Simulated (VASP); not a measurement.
# NaCuH3 (P6_3/mmc) in VASP: density of states with PBE

Aim: the density of states of NaCuH3 with PBE.

Program: VASP 6.6.1. These are calculated values, not measurements. Logs are shortened: lines on timing, memory, paths and dates and some standing lists are left out, and cuts for length are marked.

### Step 1. The cell of the first run

The structure is hexagonal, space group P6_3/mmc (No. 194). The conventional cell has a = 5.075 Å, b = 5.075 Å, c = 4.643 Å, α = 90.00°, β = 90.00°, γ = 120.00°. Na (site symmetry -6m2) has 12 H at 2.54 to 2.84 Å and 6 Cu at 3.15 Å within 3.4 Å. Cu (site symmetry -3m) has 6 H at 1.74 Å within 2.3 Å. H (site symmetry mm2) has 2 Cu at 1.74 Å and 2 H at 2.26 Å within 2.3 Å.

### Step 2. Density of states, PBE

File POSCAR:

```
NaCuH3
1.0
    5.0750454372      0.0000000000      0.0000000000
   -2.5375227186      4.3951182740      0.0000000000
    0.0000000000      0.0000000000      4.6433927430
Na Cu H
2 2 6
Direct
    0.3333333333      0.6666666667      0.7500000000
    0.6666666667      0.3333333333      0.2500000000
    0.0000000000      0.0000000000      0.0000000000
    0.0000000000      0.0000000000      0.5000000000
    0.8517904787      0.7035809574      0.7500000000
    0.2964190426      0.1482095213      0.7500000000
    0.8517904787      0.1482095213      0.7500000000
    0.1482095213      0.2964190426      0.2500000000
    0.7035809574      0.8517904787      0.2500000000
    0.1482095213      0.8517904787      0.2500000000
```

File INCAR.step1:

```
PREC = Accurate
ENCUT = 520
EDIFF = 1E-6
ISMEAR = 0
SIGMA = 0.1
LREAL = False
LASPH = True
NELM = 100
ALGO = Normal
ISIF = 2
LWAVE = False
LCHARG = True
LMAXMIX = 4
GGA = PE
NBANDS = 32
```

File KPOINTS.step1:

```
regular mesh
0
Gamma
  9 9 8
```

File INCAR.step2:

```
PREC = Accurate
ENCUT = 520
EDIFF = 1E-6
ISMEAR = -5
SIGMA = 0.1
LREAL = False
LASPH = True
NELM = 100
ALGO = Normal
ISIF = 2
LWAVE = False
LCHARG = False
LMAXMIX = 4
GGA = PE
LORBIT = 10
NBANDS = 32
NEDOS = 1001
ICHARG = 11
```

File KPOINTS.step2:

```
regular mesh
0
Gamma
  14 14 12
```

Potentials or basis: VASP PAW PBE potentials, release 64 (Na_pv, Cu, H).

Launch:

```
cat potpaw_PBE.64/Na_pv/POTCAR potpaw_PBE.64/Cu/POTCAR potpaw_PBE.64/H/POTCAR > POTCAR
cp INCAR.step1 INCAR
cp KPOINTS.step1 KPOINTS
mpirun -np 1 vasp_std > vasp.out
cp INCAR.step2 INCAR
cp KPOINTS.step2 KPOINTS
mpirun -np 1 vasp_std > vasp.out
```

OUTCAR:

```text
PREC = Accurate
   ENCUT = 520
   EDIFF = 1E-6
   ISMEAR = -5
   LREAL = False
   LASPH = True
   NELM = 100
   ISIF = 2
   GGA = PE
   LORBIT = 10
   ICHARG = 11

 ion  position               nearest neighbor table
   1  0.333  0.667  0.750-
   2  0.667  0.333  0.250-
   3  0.000  0.000  0.000-   7 1.74  10 1.74   9 1.74   6 1.74   5 1.74   8 1.74   4 2.32   4 2.32

   4  0.000  0.000  0.500-   7 1.74  10 1.74   9 1.74   6 1.74   5 1.74   8 1.74   3 2.32   3 2.32

   5  0.852  0.704  0.750-   3 1.74   4 1.74
   6  0.296  0.148  0.750-   3 1.74   4 1.74
   7  0.852  0.148  0.750-   3 1.74   4 1.74
   8  0.148  0.296  0.250-   3 1.74   4 1.74
   9  0.704  0.852  0.250-   3 1.74   4 1.74
  10  0.148  0.852  0.250-   3 1.74   4 1.74

  LATTYP: Found a hexagonal cell.
 ALAT       =     5.0750454372
 C/A-ratio  =     0.9149460434

  Lattice vectors:

 A1 = (   5.0750454372,   0.0000000000,   0.0000000000)
 A2 = (  -2.5375227186,   4.3951182740,   0.0000000000)
 A3 = (   0.0000000000,   0.0000000000,   4.6433927430)

Analysis of symmetry for initial positions (statically):
=====================================================================
 Subroutine PRICEL returns:
 Original cell was already a primitive cell.

 Routine SETGRP: Setting up the symmetry group for a
 hexagonal supercell.

 Subroutine GETGRP returns: Found 24 space group operations
 (whereof 12 operations were pure point group operations)
 out of a pool of 24 trial point group operations.

The static configuration has the point symmetry D_3d.
 The point group associated with its full space group is D_6h.

Analysis of symmetry for dynamics (positions and initial velocities):
=====================================================================
 Subroutine PRICEL returns:
 Original cell was already a primitive cell.

 Routine SETGRP: Setting up the symmetry group for a
 hexagonal supercell.

 Subroutine GETGRP returns: Found 24 space group operations
 (whereof 12 operations were pure point group operations)
 out of a pool of 24 trial point group operations.

The dynamic configuration has the point symmetry D_3d.
 The point group associated with its full space group is D_6h.

 Subroutine INISYM returns: Found 24 space group operations
 (whereof 12 operations are pure point group operations),
 and found     1 'primitive' translations

----------------------------------------------------------------------------------------

                                     Primitive cell

  volume of cell :     103.5728

  direct lattice vectors                    reciprocal lattice vectors
     5.075045437  0.000000000  0.000000000     0.197042571  0.113762581  0.000000000
    -2.537522719  4.395118274  0.000000000     0.000000000  0.227525163  0.000000000
     0.000000000  0.000000000  4.643392743     0.000000000  0.000000000  0.215359771

  length of vectors
     5.075045437  5.075045437  4.643392743     0.227525163  0.227525163  0.215359771

  position of ions in fractional coordinates (direct lattice)
     0.333333333  0.666666667  0.750000000
     0.666666667  0.333333333  0.250000000
     0.000000000  0.000000000  0.000000000
     0.000000000  0.000000000  0.500000000
     0.851790479  0.703580957  0.750000000
     0.296419043  0.148209521  0.750000000
     0.851790479  0.148209521  0.750000000
     0.148209521  0.296419043  0.250000000
     0.703580957  0.851790479  0.250000000
     0.148209521  0.851790479  0.250000000

  ion indices of the primitive-cell ions
   primitive index   ion index
                 1           1
                 2           2
                 3           3
                 4           4
                 5           5
                 6           6
                 7           7
                 8           8
                 9           9
                10          10

----------------------------------------------------------------------------------------

 KPOINTS: regular mesh

Automatic generation of k-mesh.
 Grid dimensions read from file:
 generate k-points for:   14   14   12

 Generating k-lattice:

  Cartesian coordinates                     Fractional coordinates (reciprocal lattice)
     0.014074469  0.008125899  0.000000000     0.071428571  0.000000000  0.000000000
     0.000000000  0.016251797  0.000000000     0.000000000  0.071428571  0.000000000
     0.000000000  0.000000000  0.017946648     0.000000000  0.000000000  0.083333333

  Length of vectors
     0.016251797  0.016251797  0.017946648

  Shift w.r.t. Gamma in fractional coordinates (k-lattice)
     0.000000000  0.000000000  0.000000000

 TETIRR: Found   2436 inequivalent tetrahedra from    14112

 Subroutine IBZKPT returns following result:
 ===========================================

 Found    168 irreducible k-points:

 Following reciprocal coordinates:
            Coordinates               Weight
  0.000000  0.000000  0.000000      1.000000
  0.071429  0.000000  0.000000      6.000000
  0.142857 -0.000000  0.000000      6.000000
  0.214286  0.000000  0.000000      6.000000
  0.285714 -0.000000  0.000000      6.000000
  0.357143  0.000000  0.000000      6.000000
[... 16 lines left out ...]
  0.285714  0.285714  0.000000      6.000000
  0.357143  0.285714  0.000000      6.000000
 [... further k-points ...]
   k-points           NKPTS =    168   k-points in BZ     NKDIM =    168   number of bands    NBANDS=     32
   number of dos      NEDOS =   1001   number of ions     NIONS =     10
   total plane-waves  NPLWV =  57600
   dimension x,y,z NGX =    40 NGY =   40 NGZ =   36
   dimension x,y,z NGXF=    80 NGYF=   80 NGZF=   72
   ions per type =               2   2   6
   NGX,Y,Z   is equivalent  to a cutoff of  13.10, 13.10, 12.89 a.u.
   NGXF,Y,Z  is equivalent  to a cutoff of  26.21, 26.21, 25.78 a.u.
 SYSTEM =  unknown system
   PREC   = accura    normal or accurate (medium, high low for compatibility)
   ISTART =      0    job   : 0-new  1-cont  2-samecut
   ICHARG =     11    charge: 1-file 2-atom 10-const
   ISPIN  =      1    spin polarized calculation?
   LNONCOLLINEAR =      F non collinear calculations
   LSORBIT =      F    spin-orbit coupling
   LASPH  =      T    aspherical Exc in radial PAW
   ENCUT  =  520.0 eV  38.22 Ry    6.18 a.u.   9.44  9.44  8.63*2*pi/ulx,y,z
   NELM   =    100;   NELMIN=  2; NELMDL=  0     # of ELM steps
   EDIFF  = 0.1E-05   stopping-criterion for ELM
   LREAL  =      F    real-space projection
   EDIFFG = 0.1E-04   stopping-criterion for IOM
   NSW    =      0    number of steps for IOM
   IBRION =     -1    ionic relax: 0-MD 1-quasi-New 2-CG
   NFREE  =      0    steps in history (QN), initial steepest desc. (CG)
   ISIF   =      2    stress and relaxation
   ISYM   =      2    0-nonsym 1-usesym 2-fastsym
   POTIM  = 0.5000    time-step for ionic-motion
   TEBEG  =    0.0;   TEEND  =   0.0 temperature during run
   PSTRESS=    0.0 pullay stress
   NELECT =      42.0000    total number of electrons
   NUPDOWN=      -1.0000    fix difference up-down
   EMIN   =  10.00;   EMAX   =-10.00  energy-range for DOS
   EFERMI =   0.00;   METHOD = LEGACY
   ISMEAR =    -5;   SIGMA  =   0.10  broadening in eV -4-tet -1-fermi 0-gaus
   EFERMI_NEDOS =   21; number of points for ismear=-14 and -15
   IALGO  =     38    algorithm
   IMIX   =      4    mixing-type and parameters
     AMIX     =   0.40;   BMIX     =  1.00
     AMIX_MAG =   1.60;   BMIX_MAG =  1.00
  volume/ion in A,a.u.               =      10.36        69.89
  Fermi-wavevector in a.u.,A,eV,Ry     =   1.211740  2.289856 19.977608  1.468313
  Thomas-Fermi vector in A             =   2.347246
   LORBIT       =     10    0 simple, 1 ext, 2 COOP (PROOUT), +10 PAW based schemes
   GGA     = PE    functional components
   LHFCALC =     F    Hartree Fock is set to
   AEXX    =    0.0000 exact exchange contribution
   IVDW    =     0    specifies the selected vdW correction
   LEPSILON=     F    determine dielectric tensor
   LRPA    =     F    only Hartree local field effects (RPA)
 non-spin polarized calculation
 Fermi weights with tetrahedron method with Bloechl corrections
  energy-cutoff  :      520.00
  volume of cell :      103.57
 maximum number of plane-waves:      2825
 NGX is ok and might be reduce to    40

 number of electron      42.0000022 magnetization

 Free energy of the ion-electron system (eV)
  ---------------------------------------------------
  ext. energy  EPLUGINS =         0.00000000
  ---------------------------------------------------
  free energy    TOTEN  =       -29.96381204 eV

  energy without entropy =      -29.96381204  energy(sigma->0) =      -29.96381204

 E-fermi :   2.3131     XC(G=0):  -8.8968

 val. band max:        2.3103325409   @ k =   0.2143   0.0000   0.2500
 cond. band min:       2.2910011351   @ k =   0.3571   0.2857   0.2500
 fundamental gap:     -0.0193314059
 Fermi energy:         2.3130595557

 k-point     1 :       0.0000    0.0000    0.0000
  band No.  band energies     occupation
      1     -22.1420      2.00000
      2     -22.1234      2.00000
      3     -22.1226      2.00000
      4     -22.1226      2.00000
      5     -22.1092      2.00000
      6     -22.1092      2.00000
[... 24 lines left out ...]
     31      10.2085      0.00000
     32      11.1898      0.00000
[... 774 lines left out ...]
      2     -22.1318      2.00000
      3     -22.1283      2.00000
      4     -22.1181      2.00000
      5     -22.1163      2.00000
      6     -22.1068      2.00000
[... 24 lines left out ...]
     31      11.8595      0.00000
     32      12.1327      0.00000

 [... further k-points ...]
[... 5 lines left out ...]
  --------------------------------------------------------------------------------------
  -------------------------------------------------------------------------------------
  Total       -0.2325544     -0.2325544     -0.0597871      0.0000000      0.0000000      0.0000000
  in kB       -3.5974035     -3.5974035     -0.9248514      0.0000000      0.0000000      0.0000000
  external PRESSURE =      -2.7065528 kB  Pullay stress =       0.0000000 kB

 VOLUME and BASIS-vectors are now :
 -----------------------------------------------------------------------------
  energy-cutoff  :      520.00
  volume of cell :      103.57
      direct lattice vectors                 reciprocal lattice vectors
     5.075045437  0.000000000  0.000000000     0.197042571  0.113762581  0.000000000
    -2.537522719  4.395118274  0.000000000     0.000000000  0.227525163  0.000000000
     0.000000000  0.000000000  4.643392743     0.000000000  0.000000000  0.215359771

 POSITION                                       TOTAL-FORCE (eV/Angst)
 -----------------------------------------------------------------------------------
     -0.00000      2.93008      3.48254         0.000000     -0.000000      0.000000
      2.53752      1.46504      1.16085         0.000000     -0.000000      0.000000
      0.00000      0.00000      0.00000         0.000000     -0.000000     -0.000000
      0.00000      0.00000      2.32170         0.000000     -0.000000     -0.000000
      2.53752      3.09232      3.48254         0.000000     -0.042178     -0.000000
      1.12826      0.65140      3.48254         0.036527      0.021089      0.000000
      3.94679      0.65140      3.48254        -0.036527      0.021089      0.000000
     -0.00000      1.30280      1.16085         0.000000      0.042178      0.000000
      1.40927      3.74372      1.16085        -0.036527     -0.021089     -0.000000
     -1.40927      3.74372      1.16085         0.036527     -0.021089     -0.000000
 -----------------------------------------------------------------------------------
    total drift:                               -0.000000      0.000000      0.000000

  FREE ENERGIE OF THE ION-ELECTRON SYSTEM (eV)
  ---------------------------------------------------
  free  energy   TOTEN  =       -29.9638120408 eV

  energy  without entropy=      -29.9638120408  energy(sigma->0) =      -29.96381204

 total charge

# of ion       s       p       d       tot
------------------------------------------
    1        0.044   5.978   0.000   6.021
    2        0.044   5.978   0.000   6.021
    3        0.429   0.562   9.134  10.125
    4        0.429   0.562   9.134  10.125
    5        0.507   0.013   0.000   0.520
    6        0.507   0.013   0.000   0.520
    7        0.507   0.013   0.000   0.520
    8        0.507   0.013   0.000   0.520
    9        0.507   0.013   0.000   0.520
   10        0.507   0.013   0.000   0.520
--------------------------------------------------
tot          3.990  13.157  18.267  35.414
```

It took 10 min on 1 thread of Intel Xeon Platinum 8259CL at 2.50GHz (Skylake/Cascade Lake), shared host; peak memory 0.55 GiB.

Results:

```yaml
Valence_electrons_inside_the_program's_atomic_spheres: Na 6.02; Cu 10.12; H 0.52
```

Levels at points of the mesh, in eV from the Fermi level:
```
           k point  band 17  band 18  band 19  band 20  band 21  band 22  band 23  band 24  band 25  band 26
(0.00, 0.00, 0.00)    -3.62    -3.21    -3.12    -3.12     1.19     1.19     1.92     2.33     4.57     5.56
(0.50, 0.00, 0.00)    -3.60    -3.14    -3.12    -3.12    -0.07     1.73     2.92     3.71     3.82     5.50
(0.00, 0.00, 0.50)    -3.81    -3.81    -0.84    -0.84    -0.84    -0.84     3.59     3.59     4.85     4.85
(0.50, 0.00, 0.50)    -3.77    -3.77    -2.12    -2.12    -1.06    -1.06     3.09     3.09     7.10     7.10
```

Caveat: tetrahedron occupations give inexact forces and stress in metals.
